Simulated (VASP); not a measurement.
A run of VASP 6.6.1 is set up as follows.

The input INCAR:

```
SYSTEM = Tc3Sn
PREC = Accurate
ENCUT = 520
EDIFF = 1E-6
ISMEAR = 1
SIGMA = 0.1
LREAL = .False.
LASPH = .True.
NELM = 80
ALGO = Normal
ISIF = 2
LWAVE = .False.
LCHARG = .False.
GGA = PE
NBANDS = 34
```

File KPOINTS:

```
Automatic mesh
0
Gamma
  8 8 8
  0 0 0
```

File POSCAR:

```
Tc3Sn
1.0
    0.0000000000      3.1721900000      3.1721900000
    3.1721900000      0.0000000000      3.1721900000
    3.1721900000      3.1721900000      0.0000000000
Tc Sn
3 1
Direct
    0.2500000000      0.2500000000      0.2500000000
    0.7500000000      0.7500000000      0.7500000000
    0.5000000000      0.5000000000      0.5000000000
    0.0000000000      0.0000000000      0.0000000000
```

Potentials or basis: VASP PAW PBE potentials, release 64 (Tc_pv, Sn_d).

Run with:

```console
$ cat potpaw_PBE.64/Tc_pv/POTCAR potpaw_PBE.64/Sn_d/POTCAR > POTCAR
$ mpirun -np 1 vasp_std > vasp.out
```

What does it give for the pressure?

-2.3 GPa.
